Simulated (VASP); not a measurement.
# Pb7S9 (a cell with a defect) in VASP: single point with r2SCAN

Aim: the single point of Pb7S9 (a cell with a defect) with r2SCAN.

All numbers are computed with VASP 6.6.1; they aren't measurements. Logs are shortened: lines on timing, memory, paths and dates and some standing lists are left out, and cuts for length are marked.

### Step 1. The cell of the first run

The cell holds a defect, 16 atoms: a = 8.388 Å, b = 8.388 Å, c = 8.388 Å, α = 60.00°, β = 60.00°, γ = 60.00°.

### Step 2. Single point, r2SCAN

Input file POSCAR:

```
Pb7S9
1.0
    0.0000000000      5.9315000000      5.9315000000
    5.9315000000      0.0000000000      5.9315000000
    5.9315000000      5.9315000000      0.0000000000
S Pb
9 7
Direct
    0.0000000000      0.0000000000      0.0000000000
    0.2500000000      0.2500000000      0.2500000000
    0.2500000000      0.2500000000      0.7500000000
    0.2500000000      0.7500000000      0.2500000000
    0.2500000000      0.7500000000      0.7500000000
    0.7500000000      0.2500000000      0.2500000000
    0.7500000000      0.2500000000      0.7500000000
    0.7500000000      0.7500000000      0.2500000000
    0.7500000000      0.7500000000      0.7500000000
    0.0000000000      0.0000000000      0.5000000000
    0.0000000000      0.5000000000      0.0000000000
    0.0000000000      0.5000000000      0.5000000000
    0.5000000000      0.0000000000      0.0000000000
    0.5000000000      0.0000000000      0.5000000000
    0.5000000000      0.5000000000      0.0000000000
    0.5000000000      0.5000000000      0.5000000000
```

Input file INCAR.step1:

```
ALGO = Normal
EDIFF = 1E-5
ENCUT = 440
GGA = PE
GGA_COMPAT = F
ISMEAR = -1
LASPH = T
LCHARG = F
LREAL = F
LWAVE = T
NBANDS = 90
NELECT = 150.0
NELM = 120
PREC = Accurate
SIGMA = 0.02
```

Input file INCAR.step2:

```
ALGO = Normal
EDIFF = 1E-6
ENCUT = 440
GGA_COMPAT = F
ISIF = 2
ISMEAR = -1
ISTART = 1
LASPH = T
LCHARG = F
LMIXTAU = T
LREAL = F
LWAVE = F
METAGGA = R2SCAN
NBANDS = 90
NELECT = 150.0
NELM = 120
PREC = Accurate
SIGMA = 0.02
```

Input file KPOINTS:

```
k-points
0
Gamma
  2 2 2
```

Potentials or basis: VASP PAW PBE potentials, release 64 (S, Pb_d).

On the command line:

```console
$ cat potpaw_PBE.64/S/POTCAR potpaw_PBE.64/Pb_d/POTCAR > POTCAR
$ cp INCAR.step1 INCAR
$ mpirun -np 1 vasp_std > vasp.out
$ cp INCAR.step2 INCAR
$ mpirun -np 1 vasp_std > vasp.out
```

OUTCAR:

```text
EDIFF = 1E-6
   ENCUT = 440
   ISIF = 2
   ISMEAR = -1
   ISTART = 1
   LASPH = T
   LREAL = F
   METAGGA = R2SCAN
   NELECT = 150.0
   NELM = 120
   PREC = Accurate

 ion  position               nearest neighbor table
   1  0.000  0.000  0.000-
   2  0.250  0.250  0.250-  10 2.97  11 2.97  12 2.97  13 2.97  14 2.97  15 2.97
   3  0.250  0.250  0.750-  11 2.97  12 2.97  13 2.97  14 2.97  16 2.97
   4  0.250  0.750  0.250-  10 2.97  12 2.97  13 2.97  15 2.97  16 2.97
   5  0.250  0.750  0.750-  10 2.97  11 2.97  14 2.97  15 2.97  16 2.97
   6  0.750  0.250  0.250-  10 2.97  11 2.97  14 2.97  15 2.97  16 2.97
   7  0.750  0.250  0.750-  10 2.97  12 2.97  13 2.97  15 2.97  16 2.97
   8  0.750  0.750  0.250-  11 2.97  12 2.97  13 2.97  14 2.97  16 2.97
   9  0.750  0.750  0.750-  10 2.97  11 2.97  12 2.97  13 2.97  14 2.97  15 2.97
  10  0.000  0.000  0.500-   2 2.97   4 2.97   5 2.97   6 2.97   7 2.97   9 2.97
  11  0.000  0.500  0.000-   2 2.97   3 2.97   5 2.97   6 2.97   8 2.97   9 2.97
  12  0.000  0.500  0.500-   2 2.97   3 2.97   4 2.97   7 2.97   8 2.97   9 2.97
  13  0.500  0.000  0.000-   2 2.97   3 2.97   4 2.97   7 2.97   8 2.97   9 2.97
  14  0.500  0.000  0.500-   2 2.97   3 2.97   5 2.97   6 2.97   8 2.97   9 2.97
  15  0.500  0.500  0.000-   2 2.97   4 2.97   5 2.97   6 2.97   7 2.97   9 2.97
  16  0.500  0.500  0.500-   3 2.97   4 2.97   5 2.97   6 2.97   7 2.97   8 2.97

  LATTYP: Found a face centered cubic cell.
 ALAT       =    11.8630000000

  Lattice vectors:

 A1 = (   0.0000000000,   5.9315000000,   5.9315000000)
 A2 = (   5.9315000000,   0.0000000000,   5.9315000000)
 A3 = (   5.9315000000,   5.9315000000,   0.0000000000)

Analysis of symmetry for initial positions (statically):
=====================================================================
 Subroutine PRICEL returns:
 Original cell was already a primitive cell.

 Routine SETGRP: Setting up the symmetry group for a
 face centered cubic supercell.

 Subroutine GETGRP returns: Found 48 space group operations
 (whereof 48 operations were pure point group operations)
 out of a pool of 48 trial point group operations.

The static configuration has the point symmetry O_h .

Analysis of symmetry for dynamics (positions and initial velocities):
=====================================================================
 Subroutine PRICEL returns:
 Original cell was already a primitive cell.

 Routine SETGRP: Setting up the symmetry group for a
 face centered cubic supercell.

 Subroutine GETGRP returns: Found 48 space group operations
 (whereof 48 operations were pure point group operations)
 out of a pool of 48 trial point group operations.

The dynamic configuration has the point symmetry O_h .

 Subroutine INISYM returns: Found 48 space group operations
 (whereof 48 operations are pure point group operations),
 and found     1 'primitive' translations

----------------------------------------------------------------------------------------

                                     Primitive cell

  volume of cell :     417.3723

  direct lattice vectors                    reciprocal lattice vectors
     0.000000000  5.931500000  5.931500000    -0.084295709  0.084295709  0.084295709
     5.931500000  0.000000000  5.931500000     0.084295709 -0.084295709  0.084295709
     5.931500000  5.931500000  0.000000000     0.084295709  0.084295709 -0.084295709

  length of vectors
     8.388407745  8.388407745  8.388407745     0.146004451  0.146004451  0.146004451

  position of ions in fractional coordinates (direct lattice)
     0.000000000  0.000000000  0.000000000
     0.250000000  0.250000000  0.250000000
     0.250000000  0.250000000  0.750000000
     0.250000000  0.750000000  0.250000000
     0.250000000  0.750000000  0.750000000
     0.750000000  0.250000000  0.250000000
[... 8 lines left out ...]
     0.500000000  0.500000000  0.000000000
     0.500000000  0.500000000  0.500000000

  ion indices of the primitive-cell ions
   primitive index   ion index
                 1           1
                 2           2
                 3           3
                 4           4
                 5           5
                 6           6
[... 8 lines left out ...]
                15          15
                16          16

----------------------------------------------------------------------------------------

 KPOINTS: k-points

Automatic generation of k-mesh.
 Grid dimensions read from file:
 generate k-points for:    2    2    2

 Generating k-lattice:

  Cartesian coordinates                     Fractional coordinates (reciprocal lattice)
    -0.042147855  0.042147855  0.042147855     0.500000000  0.000000000  0.000000000
     0.042147855 -0.042147855  0.042147855     0.000000000  0.500000000  0.000000000
     0.042147855  0.042147855 -0.042147855     0.000000000  0.000000000  0.500000000

  Length of vectors
     0.073002226  0.073002226  0.073002226

  Shift w.r.t. Gamma in fractional coordinates (k-lattice)
     0.000000000  0.000000000  0.000000000

 Subroutine IBZKPT returns following result:
 ===========================================

 Found      3 irreducible k-points:

 Following reciprocal coordinates:
            Coordinates               Weight
  0.000000  0.000000  0.000000      1.000000
  0.500000  0.000000  0.000000      4.000000
  0.500000  0.500000  0.000000      3.000000
   k-points           NKPTS =      3   k-points in BZ     NKDIM =      3   number of bands    NBANDS=     90
   number of dos      NEDOS =    301   number of ions     NIONS =     16
   total plane-waves  NPLWV = 216000
   dimension x,y,z NGX =    60 NGY =   60 NGZ =   60
   dimension x,y,z NGXF=   120 NGYF=  120 NGZF=  120
   ions per type =               9   7
   NGX,Y,Z   is equivalent  to a cutoff of  11.89, 11.89, 11.89 a.u.
   NGXF,Y,Z  is equivalent  to a cutoff of  23.78, 23.78, 23.78 a.u.
 SYSTEM =  unknown system
   PREC   = accura    normal or accurate (medium, high low for compatibility)
   ISTART =      1    job   : 0-new  1-cont  2-samecut
   ICHARG =      0    charge: 1-file 2-atom 10-const
   ISPIN  =      1    spin polarized calculation?
   LNONCOLLINEAR =      F non collinear calculations
   LSORBIT =      F    spin-orbit coupling
   LASPH  =      T    aspherical Exc in radial PAW
   ENCUT  =  440.0 eV  32.34 Ry    5.69 a.u.  14.35 14.35 14.35*2*pi/ulx,y,z
   NELM   =    120;   NELMIN=  2; NELMDL=  0     # of ELM steps
   EDIFF  = 0.1E-05   stopping-criterion for ELM
   LREAL  =      F    real-space projection
   EDIFFG = 0.1E-04   stopping-criterion for IOM
   NSW    =      0    number of steps for IOM
   IBRION =     -1    ionic relax: 0-MD 1-quasi-New 2-CG
   NFREE  =      0    steps in history (QN), initial steepest desc. (CG)
   ISIF   =      2    stress and relaxation
   ISYM   =      2    0-nonsym 1-usesym 2-fastsym
   POTIM  = 0.5000    time-step for ionic-motion
   TEBEG  =    0.0;   TEEND  =   0.0 temperature during run
   PSTRESS=    0.0 pullay stress
   NELECT =     150.0000    total number of electrons
   NUPDOWN=      -1.0000    fix difference up-down
   EMIN   =  10.00;   EMAX   =-10.00  energy-range for DOS
   EFERMI =   0.00;   METHOD = LEGACY
   ISMEAR =    -1;   SIGMA  =   0.02  broadening in eV -4-tet -1-fermi 0-gaus
   EFERMI_NEDOS =   21; number of points for ismear=-14 and -15
   IALGO  =     38    algorithm
   IMIX   =      4    mixing-type and parameters
     AMIX     =   0.40;   BMIX     =  1.00
     AMIX_MAG =   1.60;   BMIX_MAG =  1.00
  volume/ion in A,a.u.               =      26.09       176.04
  Fermi-wavevector in a.u.,A,eV,Ry     =   1.163940  2.199528 18.432589  1.354757
  Thomas-Fermi vector in A             =   2.300484
   LORBIT       =      0    0 simple, 1 ext, 2 COOP (PROOUT), +10 PAW based schemes
   METAGGA = R2SCAN    functional components
   LHFCALC =     F    Hartree Fock is set to
   AEXX    =    0.0000 exact exchange contribution
   IVDW    =     0    specifies the selected vdW correction
   LEPSILON=     F    determine dielectric tensor
   LRPA    =     F    only Hartree local field effects (RPA)
 non-spin polarized calculation
  energy-cutoff  :      440.00
  volume of cell :      417.37
 maximum number of plane-waves:      8801
 NGX is ok and might be reduce to    60
   NGX = 29   NGY = 29   NGZ = 29

 number of electron     150.0000055 magnetization

 Free energy of the ion-electron system (eV)
  ---------------------------------------------------
  ext. energy  EPLUGINS =         0.00000000
  ---------------------------------------------------
  free energy    TOTEN  =      -482.20446834 eV

  energy without entropy =     -482.20444792  energy(sigma->0) =     -482.20445813

 E-fermi :   4.5913     XC(G=0): -10.0477

 val. band max:        4.3979179434   @ k =   0.5000   0.5000   0.0000
 cond. band min:       4.7853499366   @ k =   0.5000   0.5000   0.0000
 fundamental gap:      0.3874319933
 Fermi energy:         4.5913082367

 k-point     1 :       0.0000    0.0000    0.0000
  band No.  band energies     occupation
      1     -12.3792      2.00000
      2     -12.3337      2.00000
      3     -12.3337      2.00000
      4     -12.2426      2.00000
      5     -12.2426      2.00000
      6     -12.2426      2.00000
[... 79 lines left out ...]
     86       7.6024      0.00000
     87       7.6024      0.00000

 k-point     2 :       0.5000    0.0000    0.0000
  band No.  band energies     occupation
      1     -12.3051      2.00000
      2     -12.3045      2.00000
      3     -12.2864      2.00000
      4     -12.2864      2.00000
      5     -12.2745      2.00000
      6     -12.2745      2.00000
[... 79 lines left out ...]
     86       8.8265      0.00000
     87       8.8265      0.00000

 k-point     3 :       0.5000    0.5000    0.0000
  band No.  band energies     occupation
      1     -12.3313      2.00000
      2     -12.2808      2.00000
      3     -12.2734      2.00000
      4     -12.2614      2.00000
      5     -12.2614      2.00000
      6     -12.2523      2.00000
[... 79 lines left out ...]
     86       8.0423      0.00000
     87       8.0550      0.00000
 [bands above 87 left out]

------------------------ aborting loop because EDIFF is reached ----------------------------------------

  FORCE on cell =-STRESS in cart. coord.  units (eV):
  Direction    XX          YY          ZZ          XY          YZ          ZX
  --------------------------------------------------------------------------------------
  -------------------------------------------------------------------------------------
  Total      -28.6408350    -28.6408350    -28.6408350      0.0000000     -0.0000000      0.0000000
  in kB     -109.9442848   -109.9442848   -109.9442848      0.0000000     -0.0000000      0.0000000
  external PRESSURE =    -109.9442848 kB  Pullay stress =       0.0000000 kB

 VOLUME and BASIS-vectors are now :
 -----------------------------------------------------------------------------
  energy-cutoff  :      440.00
  volume of cell :      417.37
      direct lattice vectors                 reciprocal lattice vectors
     0.000000000  5.931500000  5.931500000    -0.084295709  0.084295709  0.084295709
     5.931500000  0.000000000  5.931500000     0.084295709 -0.084295709  0.084295709
     5.931500000  5.931500000  0.000000000     0.084295709  0.084295709 -0.084295709

 POSITION                                       TOTAL-FORCE (eV/Angst)
 -----------------------------------------------------------------------------------
      0.00000      0.00000      0.00000        -0.000000     -0.000000     -0.000000
      2.96575      2.96575      2.96575        -0.000000     -0.000000     -0.000000
      5.93150      5.93150      2.96575        -0.000000     -0.000000     -0.367715
      5.93150      2.96575      5.93150        -0.000000     -0.367715     -0.000000
      8.89725      5.93150      5.93150         0.367715     -0.000000     -0.000000
      2.96575      5.93150      5.93150        -0.367715     -0.000000     -0.000000
[... 8 lines left out ...]
      2.96575      2.96575      5.93150        -0.000000     -0.000000     -0.000000
      5.93150      5.93150      5.93150        -0.000000     -0.000000     -0.000000
 -----------------------------------------------------------------------------------
    total drift:                               -0.000000     -0.000000     -0.000000

  FREE ENERGIE OF THE ION-ELECTRON SYSTEM (eV)
  ---------------------------------------------------
  free  energy   TOTEN  =      -482.2044683412 eV

  energy  without entropy=     -482.2044479242  energy(sigma->0) =     -482.20445813
```

Run time: 8.2 min. Hardware: 1 thread of Intel Xeon Platinum 8259CL at 2.50GHz (Skylake/Cascade Lake), shared host; peak memory 0.56 GiB.

What came out:

- Free energy: -482.2045 eV
- Largest force: 0.368 eV/Å

Forces on the atoms (eV/Å):
```
S    0.000  0.000  0.000
S    0.000  0.000  0.000
S    0.000  0.000 -0.368
S    0.000 -0.368  0.000
S    0.368  0.000  0.000
S   -0.368  0.000  0.000
S    0.000  0.368  0.000
S    0.000  0.000  0.368
S    0.000  0.000  0.000
Pb   0.000  0.000  0.000
Pb   0.000  0.000  0.000
Pb   0.000  0.000  0.000
Pb   0.000  0.000  0.000
Pb   0.000  0.000  0.000
Pb   0.000  0.000  0.000
Pb   0.000  0.000  0.000
```

Caveat: the k points lie up to 0.46 Å⁻¹ apart; the cell carries a net charge on a neutralising background, which shifts energy and pressure; the cell is charged against a uniform background, so pressure and absolute levels hang on convention; the PAW data sets were made with another functional, which shifts forces and pressure a little; spin-orbit coupling is left out, which moves the levels of the heavy elements.
